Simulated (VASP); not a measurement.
# S (R-3m) in VASP: a series of runs, part 2 of 2

VASP 6.6.1. Earlier steps stand in the parts before.

### Step 4. Electric field gradients, PBE (shortest bond scaled by 0.76)

Contents of INCAR:

```
ALGO = Normal
EDIFF = 1E-8
ENCUT = 520
GGA = PE
ISIF = 2
ISMEAR = -1
LASPH = True
LCHARG = False
LEFG = True
LREAL = False
LWAVE = False
NBANDS = 13
NELM = 60
PREC = Accurate
SIGMA = 0.05
```

Contents of KPOINTS:

```
k-points
0
Gamma
  9 9 9
```

Contents of POSCAR:

```
S
1.0
    0.0000000000      2.7698291284      2.7698291284
    2.7698291284      0.0000000000      2.7698291284
    2.7698291284      2.7698291284      0.0000000000
S
2
Direct
   -0.2150000000     -0.0950000000     -0.0950000000
    0.2150000000      0.0950000000      0.0950000000
```

Potentials or basis: VASP PAW PBE potentials, release 64 (S).

Run with:

```bash
cat potpaw_PBE.64/S/POTCAR > POTCAR
mpirun -np 1 vasp_std > vasp.out
```

OUTCAR:

```text
EDIFF = 1E-8
   ENCUT = 520
   GGA = PE
   ISIF = 2
   ISMEAR = -1
   LASPH = True
   LREAL = False
   NELM = 60
   PREC = Accurate

 ion  position               nearest neighbor table
   1  0.785  0.905  0.905-   2 1.82   2 2.65   2 2.65   2 2.65
   2  0.215  0.095  0.095-   1 1.82   1 2.65   1 2.65   1 2.65

  LATTYP: Found a face centered cubic cell.
 ALAT       =     5.5396582568

  Lattice vectors:

 A1 = (   0.0000000000,   2.7698291284,   2.7698291284)
 A2 = (   2.7698291284,   0.0000000000,   2.7698291284)
 A3 = (   2.7698291284,   2.7698291284,   0.0000000000)

Analysis of symmetry for initial positions (statically):
=====================================================================
 Subroutine PRICEL returns:
 Original cell was already a primitive cell.

 Routine SETGRP: Setting up the symmetry group for a
 face centered cubic supercell.

 Subroutine GETGRP returns: Found 12 space group operations
 (whereof  4 operations were pure point group operations)
 out of a pool of 48 trial point group operations.

The static configuration has the point symmetry C_2h.
 The point group associated with its full space group is D_3d.

Analysis of symmetry for dynamics (positions and initial velocities):
=====================================================================
 Subroutine PRICEL returns:
 Original cell was already a primitive cell.

 Routine SETGRP: Setting up the symmetry group for a
 face centered cubic supercell.

 Subroutine GETGRP returns: Found 12 space group operations
 (whereof  4 operations were pure point group operations)
 out of a pool of 48 trial point group operations.

The dynamic configuration has the point symmetry C_2h.
 The point group associated with its full space group is D_3d.

 Subroutine INISYM returns: Found 12 space group operations
 (whereof  4 operations are pure point group operations),
 and found     1 'primitive' translations

----------------------------------------------------------------------------------------

                                     Primitive cell

  volume of cell :      42.5000

  direct lattice vectors                    reciprocal lattice vectors
     0.000000000  2.769829128  2.769829128    -0.180516551  0.180516551  0.180516551
     2.769829128  0.000000000  2.769829128     0.180516551 -0.180516551  0.180516551
     2.769829128  2.769829128  0.000000000     0.180516551  0.180516551 -0.180516551

  length of vectors
     3.917129919  3.917129919  3.917129919     0.312663837  0.312663837  0.312663837

  position of ions in fractional coordinates (direct lattice)
     0.785000000  0.905000000  0.905000000
     0.215000000  0.095000000  0.095000000

  ion indices of the primitive-cell ions
   primitive index   ion index
                 1           1
                 2           2

----------------------------------------------------------------------------------------

 KPOINTS: k-points

Automatic generation of k-mesh.
 Grid dimensions read from file:
 generate k-points for:    9    9    9

[... 82 lines left out ...]
     AMIX     =   0.40;   BMIX     =  1.00
     AMIX_MAG =   1.60;   BMIX_MAG =  1.00
  volume/ion in A,a.u.               =      21.25       143.40
  Fermi-wavevector in a.u.,A,eV,Ry     =   1.074003  2.029572 15.694089  1.153483
  Thomas-Fermi vector in A             =   2.209819
   LORBIT       =      0    0 simple, 1 ext, 2 COOP (PROOUT), +10 PAW based schemes
   GGA     = PE    functional components
   LHFCALC =     F    Hartree Fock is set to
   AEXX    =    0.0000 exact exchange contribution
   IVDW    =     0    specifies the selected vdW correction
   LEPSILON=     F    determine dielectric tensor
   LRPA    =     F    only Hartree local field effects (RPA)
 non-spin polarized calculation
  energy-cutoff  :      520.00
  volume of cell :       42.50
 maximum number of plane-waves:      1158
 NGX is ok and might be reduce to    30

 number of electron      12.0000000 magnetization

 Free energy of the ion-electron system (eV)
  ---------------------------------------------------
  ext. energy  EPLUGINS =         0.00000000
  ---------------------------------------------------
  free energy    TOTEN  =        -7.09085550 eV

  energy without entropy =       -7.08302290  energy(sigma->0) =       -7.08693920

 E-fermi :   4.6757     XC(G=0):  -9.1186

 val. band max:        4.6535574475   @ k =   0.2222   0.1111   0.4444
 cond. band min:       4.6906201176   @ k =  -0.2222   0.3333   0.1111
 fundamental gap:      0.0370626701
 Fermi energy:         4.6756928168

 k-point     1 :       0.0000    0.0000    0.0000
  band No.  band energies     occupation
      1     -13.0091      2.00000
      2      -3.1733      2.00000
      3      -2.4374      2.00000
      4       1.5269      2.00000
      5       1.5269      2.00000
      6       2.7837      2.00000
      7       2.7837      2.00000
      8       7.4815      0.00000
      9      10.0712      0.00000
     10      13.0919      0.00000
     11      13.0919      0.00000
     12      13.9787      0.00000
     13      13.9787      0.00000
[... 354 lines left out ...]
  band No.  band energies     occupation
      1     -12.3916      2.00000
      2      -5.4031      2.00000
      3      -2.3655      2.00000
      4      -0.1846      2.00000
      5       1.1589      2.00000
      6       2.8895      2.00000
      7       5.7912      0.00000
      8       8.6410      0.00000
      9      11.5409      0.00000
     10      12.7650      0.00000
     11      14.0851      0.00000
     12      15.5051      0.00000
     13      16.1849      0.00000

 [... further k-points ...]

------------------------ aborting loop because EDIFF is reached ----------------------------------------

  FORCE on cell =-STRESS in cart. coord.  units (eV):
  Direction    XX          YY          ZZ          XY          YZ          ZX
  --------------------------------------------------------------------------------------
  -------------------------------------------------------------------------------------
  Total        4.4450593      4.4450593      4.4450593     -1.8591897      1.8591897     -1.8591897
  in kB      167.5711365    167.5711365    167.5711365    -70.0882726     70.0882726    -70.0882726
  external PRESSURE =     167.5711365 kB  Pullay stress =       0.0000000 kB

 VOLUME and BASIS-vectors are now :
 -----------------------------------------------------------------------------
  energy-cutoff  :      520.00
  volume of cell :       42.50
      direct lattice vectors                 reciprocal lattice vectors
     0.000000000  2.769829128  2.769829128    -0.180516551  0.180516551  0.180516551
     2.769829128  0.000000000  2.769829128     0.180516551 -0.180516551  0.180516551
     2.769829128  2.769829128  0.000000000     0.180516551  0.180516551 -0.180516551

 POSITION                                       TOTAL-FORCE (eV/Angst)
 -----------------------------------------------------------------------------------
      5.01339      4.68101      4.68101        -1.398403      1.398403      1.398403
      0.52627      0.85865      0.85865         1.398403     -1.398403     -1.398403
 -----------------------------------------------------------------------------------
    total drift:                                0.000000      0.000000     -0.000000

  FREE ENERGIE OF THE ION-ELECTRON SYSTEM (eV)
  ---------------------------------------------------
  free  energy   TOTEN  =        -7.0908554982 eV

  energy  without entropy=       -7.0830229032  energy(sigma->0) =       -7.08693920

 Electric field gradients (V/A^2)
---------------------------------------------------------------------
 ion       V_xx      V_yy      V_zz      V_xy      V_xz      V_yz
---------------------------------------------------------------------
   1       0.000    -0.000    -0.000   -26.028   -26.028    26.027
   2       0.000    -0.000    -0.000   -26.028   -26.028    26.027
---------------------------------------------------------------------

 Electric field gradients after diagonalization (V/A^2)
 (convention: |V_zz| > |V_xx| > |V_yy|)
----------------------------------------------------------------------
 ion       V_xx      V_yy      V_zz     asymmetry (V_yy - V_xx)/ V_zz
----------------------------------------------------------------------
   1     -26.028   -26.027    52.055       0.000
   2     -26.028   -26.027    52.055       0.000
----------------------------------------------------------------------

           NMR quadrupolar parameters

 Cq : quadrupolar parameter    Cq=e*Q*V_zz/h
 eta: asymmetry parameters     (V_yy - V_xx)/ V_zz
 Q  : nuclear electric quadrupole moment in mb (millibarn)
----------------------------------------------------------------------
 ion       Cq(MHz)       eta       Q (mb)
----------------------------------------------------------------------
   1       0.126       0.000       1.000
   2       0.126       0.000       1.000
----------------------------------------------------------------------
```

OSZICAR:

```text
N       E                     dE             d eps       ncg     rms          rms(c)
DAV:   1     0.495383585586E+02    0.49538E+02   -0.53176E+03  2210   0.789E+02
DAV:   2    -0.424953394672E+01   -0.53788E+02   -0.50484E+02  3061   0.143E+02
DAV:   3    -0.720372623553E+01   -0.29542E+01   -0.29327E+01  2825   0.349E+01
DAV:   4    -0.723454312760E+01   -0.30817E-01   -0.30804E-01  2737   0.429E+00
DAV:   5    -0.723505645982E+01   -0.51333E-03   -0.51330E-03  2908   0.544E-01    0.218E+01
DAV:   6    -0.710894825278E+01    0.12611E+00   -0.17095E-01  2550   0.251E+00    0.123E+01
DAV:   7    -0.709272116339E+01    0.16227E-01   -0.15487E-01  2715   0.231E+00    0.159E+00
DAV:   8    -0.709079250856E+01    0.19287E-02   -0.21310E-02  2460   0.102E+00    0.278E-01
DAV:   9    -0.709082347745E+01   -0.30969E-04   -0.13286E-03  2860   0.255E-01    0.131E-01
DAV:  10    -0.709084868431E+01   -0.25207E-04   -0.11566E-04  2615   0.712E-02    0.397E-02
DAV:  11    -0.709085486343E+01   -0.61791E-05   -0.22621E-05  2820   0.317E-02    0.237E-02
DAV:  12    -0.709085515921E+01   -0.29578E-06   -0.36093E-06  2690   0.125E-02    0.253E-03
DAV:  13    -0.709085551451E+01   -0.35531E-06   -0.73556E-07  2535   0.583E-03    0.481E-03
DAV:  14    -0.709085547285E+01    0.41661E-07   -0.38007E-08  2928   0.136E-03    0.236E-03
DAV:  15    -0.709085549477E+01   -0.21918E-07   -0.56470E-09  2168   0.488E-04    0.112E-03
DAV:  16    -0.709085549817E+01   -0.34026E-08   -0.57733E-10  1420   0.186E-04
   1 F= -.70908555E+01 E0= -.70869392E+01  d E =-.783259E-02
```

stdout:

```text
POSCAR found type information on POSCAR S
 POSCAR found :  1 types and       2 ions
 scaLAPACK will be used
 LDA part: xc-table for (Slater+PW92), standard interpolation
 POSCAR, INCAR and KPOINTS ok, starting setup
 FFT: planning ... GRIDC
 FFT: planning ... GRID_SOFT
 FFT: planning ... GRID
 WAVECAR not read
 entering main loop
ion   1

ion   2
```

Run time: 59 s. Hardware: 1 thread of Intel Xeon Platinum 8488C (Sapphire Rapids), shared host; peak memory 0.17 GiB.

What came out:

```yaml
Free_energy: -7.0909 eV
Pressure: 16.8 GPa
Largest_force: 2.422 eV/Å
Band_gap_on_the_k_mesh: zero (bands 6 and 7 overlap by 3.14 eV)
Largest_electric_field_gradient_by_atom: S +52.1 V/Å²
```

Forces in eV/Å, atoms in the order of the input:
```
S   -1.398  1.398  1.398
S    1.398 -1.398 -1.398
```

Levels at points of the mesh, in eV from the Fermi level:
```csv
k point,band 3,band 4,band 5,band 6,band 7,band 8,band 9,band 10
"(0.00, 0.00, 0.00)",-7.11,-3.15,-3.15,-1.89,-1.89,2.81,5.40,8.42
```

Electric field gradients, principal values (V/Å²):
| atom | least | middle | greatest (by size) |
| --- | --- | --- | --- |
| 1 S | -26.027 | -26.028 | 52.055 |
| 2 S | -26.027 | -26.028 | 52.055 |

Caveat: the cell differs from its parent crystal (shortest bond scaled by 0.76); the cell stands under pressure; without QUAD_EFG the Cq values of the log hold for a quadrupole moment of 1 mb, not for the nuclei; forces of over 1 eV/Å act on the atoms, so gaps and moduli don't describe the material at rest.

### Step 5. The runs side by side

```tsv
cell	gap on the mesh (eV)	pressure (GPa)	largest force (eV/Å)
as given, shortest bond scaled by 0.88	none	7.3	3.03
as given, shortest bond scaled by 0.82	none	9.8	1.54
as given, shortest bond scaled by 0.76	none	16.8	2.42
```

Some of these runs hold the atoms at other places in the same cell, which the table doesn't show; runs alike in all that it shows share one row.

Alike in all rows: task electric field gradients; level PBE; potentials or basis VASP PAW PBE potentials, release 64 (S); no spin polarisation; k mesh 9 × 9 × 9; cutoff (eV) 520; smearing fermi-dirac 0.05 eV.

Caveats: the cell stands under pressure; forces of over 1 eV/Å act on the atoms, so gaps and moduli don't describe the material at rest.

Absolute energies hang on the potentials; compare differences alone.
